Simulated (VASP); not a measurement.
# MgS: single point with PBEsol

The system is MgS.

```
CELL_PARAMETERS angstrom
0.00000 -2.82590 -2.82590
-2.82590 0.00000 -2.82590
2.82590 2.82590 -5.65179
ATOMIC_POSITIONS crystal
Mg 0.00000 0.00000 0.00000
Mg 0.50000 0.50000 0.50000
S 0.37500 0.37500 0.87500
S 0.87500 0.87500 0.37500
```

```json
{"Program": "VASP 6.6.1", "Task": "single point", "Functional": "PBEsol", "Potentials or basis": "VASP PAW PBE potentials, release 64 (Mg, S)", "Cutoff": "520 eV", "k mesh": "9 × 9 × 8", "Occupations": "gaussian, width 0.05 eV", "Spin": "no spin polarisation"}
```

The pressure is -0.1 GPa and the band gap on the k mesh is 3.32 eV.

Levels at points of the mesh, in eV from the valence-band top:
```
           k point  band 5  band 6  band 7  band 8  band 9  band 10  band 11  band 12
(0.00, 0.00, 0.00)   -0.33    0.00    0.00    0.00    3.32     5.01     7.55     7.55
(0.00, 0.00, 0.50)   -0.18   -0.18   -0.18   -0.18    4.86     4.86     7.71     7.71
```

Run time: 5.6 min on 1 thread of Intel(R) Xeon(R) Platinum 8488C (Sapphire Rapids), on a shared host, peak memory 0.54 GiB.

Caveat: the PAW data sets were made with another functional, which shifts forces and pressure a little. A k mesh can miss the band edges.
